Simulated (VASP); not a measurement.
Set up this calculation in VASP 6.6.1, as the native input.

```yaml
Task: single point
Functional: RPBE
Potentials_or_basis: VASP PAW PBE potentials, release 64 (Sn_d)
Cutoff: 520 eV
k_mesh: 4 × 4 × 4
Occupations: fermi-dirac, width 0.1 eV
Spin: no spin polarisation
Dipole_correction: no
Further_INCAR_settings: ALGO = Normal; EDIFF = 1e-06; NBANDS = 66
```

The structure of Sn lies in POSCAR:

```
Sn
1.0
    6.1937733291      0.0000000000      0.0000000000
    0.0000000000      6.1937733291      0.0000000000
    0.0000000000      0.0000000000      6.1937733291
Sn
8
Direct
    0.0000000000      0.0000000000      1.0000000000
    0.5000000000      0.5000000000      0.5000000000
    0.2500000000      1.0000000000      0.5000000000
    0.7500000000      1.0000000000      0.5000000000
    0.5000000000      0.2500000000      1.0000000000
    0.5000000000      0.7500000000      1.0000000000
    0.0000000000      0.5000000000      0.2500000000
    0.0000000000      0.5000000000      0.7500000000
```

These files were run (other wordings do the same):

INCAR

```
PREC     = Accurate       # precision mode
ENCUT    = 520            # plane-wave cutoff, eV
EDIFF    = 1E-6           # SCF threshold, eV
ISMEAR   = -1             # smearing method
SIGMA    = 0.1            # smearing width, eV
LREAL    = F              # projectors in reciprocal space
LASPH    = T              # aspherical terms in the spheres
NELM     = 100            # most SCF steps
ALGO     = Normal         # electronic algorithm
ISIF     = 2              # what is computed and relaxed
LWAVE    = F              # write WAVECAR
LCHARG   = F              # write CHGCAR
GGA      = RP             # functional
NBANDS   = 66             # bands
```

KPOINTS

```
regular mesh
0
Gamma
  4 4 4
```

Potentials or basis: VASP PAW PBE potentials, release 64 (Sn_d).

The run is started by

```sh
$ cat potpaw_PBE.64/Sn_d/POTCAR > POTCAR
$ mpirun -np 1 vasp_std > vasp.out
```

Results of the run:

```json
{"Pressure": "-0.1 GPa", "Band gap on the k mesh": "zero (bands 56 and 57 overlap by 1.07 eV)"}
```

Caveat: the PAW data sets were made with another functional, which shifts forces and pressure a little; spin-orbit coupling is left out, which moves the levels of the heavy elements.

Wall time 78 s on 1 thread of Intel(R) Xeon(R) 6975P-C (Granite Rapids), on a shared host, peak memory 0.36 GiB.
